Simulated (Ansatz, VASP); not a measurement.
# Two plane-wave programs on FeSi

Contents of INCAR:

```
SYSTEM = FeSi
PREC = Accurate
ENCUT = 600
EDIFF = 1E-6
ISMEAR = 0
SIGMA = 0.01
LREAL = .False.
LASPH = .True.
NELM = 100
ALGO = Normal
ISIF = 3
LWAVE = .False.
LCHARG = .False.
GGA = PE
IBRION = 2
NSW = 100
EDIFFG = -0.002
```

The input KPOINTS:

```
regular mesh
0
Gamma
  8 8 8
  0 0 0
```

File POSCAR:

```
FeSi
1.0
    4.4487271977      0.0000000000      0.0000000000
    0.0000000000      4.4487271977      0.0000000000
    0.0000000000      0.0000000000      4.4487271977
Fe Si
4 4
Direct
    0.1355830560      0.1355830560      0.1355830560
    0.3644169440      0.8644169440      0.6355830560
    0.6355830560      0.3644169440      0.8644169440
    0.8644169440      0.6355830560      0.3644169440
    0.8410941506      0.8410941506      0.8410941506
    0.6589058494      0.1589058494      0.3410941506
    0.3410941506      0.6589058494      0.1589058494
    0.1589058494      0.3410941506      0.6589058494
```

Input for Ansatz:

```yaml
crystal:
  lattice:
    - [4.4487271977, 0.0, 0.0]
    - [0.0, 4.4487271977, 0.0]
    - [0.0, 0.0, 4.4487271977]
  atoms:
    - { symbol: Fe, position: [0.135583056, 0.135583056, 0.135583056] }
    - { symbol: Fe, position: [0.364416944, 0.864416944, 0.635583056] }
    - { symbol: Fe, position: [0.635583056, 0.364416944, 0.864416944] }
    - { symbol: Fe, position: [0.864416944, 0.635583056, 0.364416944] }
    - { symbol: Si, position: [0.8410941506, 0.8410941506, 0.8410941506] }
    - { symbol: Si, position: [0.6589058494, 0.1589058494, 0.3410941506] }
    - { symbol: Si, position: [0.3410941506, 0.6589058494, 0.1589058494] }
    - { symbol: Si, position: [0.1589058494, 0.3410941506, 0.6589058494] }
basis: {}
kpoints:
  mp_grid: { grid: [8, 8, 8] }
hamiltonian:
  xc: pbe
  pseudopotentials: { kind: nc }
scf:
  occupations: { method: gaussian, width: 0.01 }
output:
  forces: true
  stress: true
  eigenvalues: true
relax:
  adjacent_minimum: "off"
  f_tol: 0.002
  max_steps: 80
  cell: { stress_tol: 0.02 }
```

Alike in both runs: task relaxation of cell and atoms; functional PBE; k mesh 8 × 8 × 8; occupations gaussian, width 0.01 eV; no spin polarisation.

|  | VASP | Ansatz |
| --- | --- | --- |
| version | VASP 6.6.1 | Ansatz 0.2.0 |
| potentials or method | VASP PAW PBE potentials, release 64 (Fe, Si) | scalar-relativistic, plane waves, norm-conserving pseudopotentials |
| plane-wave cutoff (eV) | 600 | 1225 |
| valence electrons in the cell | 48 | 80 |

```csv
,VASP,Ansatz,Ansatz less VASP
"gap on the k mesh at the Fermi level, each at its own relaxed structure (eV)",0.16,0.14,-0.021
relaxed volume (Å³/atom),11.00,11.00,-0.005
relaxed cell length with the largest relative difference (Å),4.448,4.448,-0.0006
```

VASP's potentials hold 48 valence electrons a cell and Ansatz's 80, so a difference there can come from the potentials and not from the codes.
